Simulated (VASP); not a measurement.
Set up this calculation in VASP 6.6.1, as the native input.

| Item | Value |
| --- | --- |
| Task | single point |
| Functional | PBEsol |
| Potentials or basis | VASP PAW PBE potentials, release 64 (In_d, P) |
| Cutoff | 500 eV |
| k mesh | 6 × 6 × 6 |
| Occupations | fermi-dirac, width 0.05 eV |
| Spin | no spin polarisation |
| Dipole correction | no |
| Further INCAR settings | ALGO = Normal; EDIFF = 1e-06; NBANDS = 16 |

The structure of InP lies in POSCAR:

```
InP
1.0
    3.4133991310      0.0000000000      0.0000000000
    0.0000000000      3.4133991310      0.0000000000
    0.0000000000      0.0000000000      3.4133991310
In P
1 1
Direct
    0.0000000000      0.0000000000      0.0000000000
    0.5000000000      0.5000000000      0.5000000000
```

One way to write it, as run:

INCAR

```
PREC = Accurate ; ENCUT = 500
EDIFF = 1E-6 ; ISMEAR = -1
SIGMA = 0.05 ; LREAL = F
LASPH = T ; NELM = 120
ALGO = Normal ; ISIF = 2
LWAVE = F ; LCHARG = F
GGA = PS ; NBANDS = 16
GGA_COMPAT = F
```

KPOINTS

```
Automatic mesh
0
Gamma
  6 6 6
```

Potentials or basis: VASP PAW PBE potentials, release 64 (In_d, P).

The run is started by

```sh
$ cat potpaw_PBE.64/In_d/POTCAR potpaw_PBE.64/P/POTCAR > POTCAR
$ mpirun -np 1 vasp_std > vasp.out
```

Results of the run:

| Property | Result |
| --- | --- |
| Pressure | -2.1 GPa |
| Band gap on the k mesh | zero (band 9 reaches 9.02 eV, above the bottom of band 10 at 6.47 eV) |

Caveat: the PAW data sets were made with another functional, which shifts forces and pressure a little; spin-orbit coupling is left out, which moves the levels of the heavy elements.

Wall time 11 s on 1 thread of AMD EPYC 9R45 (Zen 5), on a shared host, peak memory 0.12 GiB.
